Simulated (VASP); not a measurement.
Set up this calculation in VASP 6.6.1, as the native input.

| Item | Value |
| --- | --- |
| Task | single point |
| Functional | PBE |
| Potentials or basis | VASP PAW PBE potentials, release 64 (K_sv, F) |
| Cutoff | 520 eV |
| k mesh | 4 × 4 × 4 |
| Occupations | gaussian, width 0.01 eV |
| Spin | no spin polarisation |
| Dipole correction | no |
| Further INCAR settings | ALGO = Normal; EDIFF = 1e-07; NBANDS = 15 |

The structure of KF (Carobbiite) lies in POSCAR:

```
KF
1.0
    0.0000000000      2.6589566750      2.6589566750
    2.6589566750      0.0000000000      2.6589566750
    2.6589566750      2.6589566750      0.0000000000
K F
1 1
Direct
    0.0000000000      0.0000000000      0.0000000000
    0.5000000000      0.5000000000      0.5000000000
```

One way to write it, as run:

INCAR

```
SYSTEM = KF
PREC     = Accurate       ! precision mode
ENCUT    = 520            ! plane-wave cutoff, eV
EDIFF    = 1E-7           ! SCF threshold, eV
ISMEAR   = 0              ! smearing method
SIGMA    = 0.01           ! smearing width, eV
LREAL    = .FALSE.        ! projectors in reciprocal space
LASPH    = .TRUE.         ! aspherical terms in the spheres
NELM     = 100            ! most SCF steps
ALGO     = Normal         ! electronic algorithm
ISIF     = 2              ! what is computed and relaxed
LWAVE    = .FALSE.        ! write WAVECAR
LCHARG   = .FALSE.        ! write CHGCAR
GGA      = PE             ! functional
NBANDS   = 15             ! bands
```

KPOINTS

```
regular mesh
0
G
  4 4 4
  0 0 0
```

Potentials or basis: VASP PAW PBE potentials, release 64 (K_sv, F).

Launch:

```console
$ cat potpaw_PBE.64/K_sv/POTCAR potpaw_PBE.64/F/POTCAR > POTCAR
$ mpirun -np 1 vasp_std > vasp.out
```

It gave:

| Item | Value |
| --- | --- |
| Pressure | 2.0 GPa |
| Band gap on the k mesh | 6.24 eV, direct |

Caveat: the k points lie up to 0.51 Å⁻¹ apart.

Wall time 5 s on 1 thread of Intel(R) Xeon(R) Platinum 8488C (Sapphire Rapids), on a shared host, peak memory 0.15 GiB.
